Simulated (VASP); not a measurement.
Write the native input for VASP 6.6.1 that does the following.

* Task: single point
* Functional: LDA
* Potentials or basis: VASP PAW LDA potentials, release 64 (As)
* Cutoff: 520 eV
* k mesh: 10 × 10 × 10
* Occupations: fermi-dirac, width 0.05 eV
* Spin: no spin polarisation
* Dipole correction: no
* Further INCAR settings: ALGO = Normal; EDIFF = 1e-07; NBANDS = 8

The structure of As lies in POSCAR:

```
As
1.0
    2.6855356826      0.0000000000      0.0000000000
    0.0000000000      2.6855356826      0.0000000000
    0.0000000000      0.0000000000      2.6855356826
As
1
Direct
    0.5000000000      0.5000000000      0.5000000000
```

One way to write it, as run:

INCAR

```
ALGO     = Normal         # electronic algorithm
EDIFF    = 1E-7           # SCF threshold, eV
ENCUT    = 520            # plane-wave cutoff, eV
ISIF     = 2              # what is computed and relaxed
ISMEAR   = -1             # smearing method
LASPH    = T              # aspherical terms in the spheres
LCHARG   = T              # write CHGCAR
LELF     = T              # ELF
LREAL    = F              # projectors in reciprocal space
LVHAR    = T            
LWAVE    = F              # write WAVECAR
NBANDS   = 8              # bands
NELM     = 60             # most SCF steps
PREC     = Accurate       # precision mode
SIGMA    = 0.05           # smearing width, eV
```

KPOINTS

```
k-points
0
Gamma
  10 10 10
```

Potentials or basis: VASP PAW LDA potentials, release 64 (As).

The run is started by

```console
$ cat potpaw_LDA.64/As/POTCAR > POTCAR
$ mpirun -np 1 vasp_std > vasp.out
```

Results of the run:

| Quantity | Value |
| --- | --- |
| Pressure | -1.1 GPa |

Wall time 6.8 s on 1 thread of AMD EPYC 9R14 (Zen 4), with other jobs on the host, peak memory 0.08 GiB.
